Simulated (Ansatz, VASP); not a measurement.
**FeSi in VASP and in Ansatz**

```
Fe Si
1.0
     4.44688    0.00000    0.00000
     0.00000    4.44688    0.00000
     0.00000    0.00000    4.44688
Fe Si
4 4
Direct
  0.13686 0.13686 0.13686
  0.36314 0.86314 0.63686
  0.63686 0.36314 0.86314
  0.86314 0.63686 0.36314
  0.84099 0.84099 0.84099
  0.65901 0.15901 0.34099
  0.34099 0.65901 0.15901
  0.15901 0.34099 0.65901
```

Alike in both runs: task relaxation of the atoms; functional PBEsol; k mesh 8 × 8 × 8; occupations gaussian, width 0.01 eV; no spin polarisation.

```csv
,VASP,Ansatz
version,VASP 6.6.1,Ansatz 0.2.0
potentials or method,"VASP PAW PBE potentials, release 64 (Fe, Si), cutoff 520 eV","scalar-relativistic, plane waves, PAW"
valence electrons in the cell,48,80
```

VASP gave:

```
gap on the k mesh at the Fermi level, each at its own relaxed structure (eV) : 0.14
```

**Question.** Estimate Ansatz's values.

**Answer.** gap on the k mesh at the Fermi level, each at its own relaxed structure (eV): 0.15.

VASP's potentials were made for PBE, not for PBEsol. VASP's potentials hold 48 valence electrons a cell and Ansatz's 80, so a difference there can come from the potentials and not from the codes. Ansatz's warnings: stress scf threshold loose.
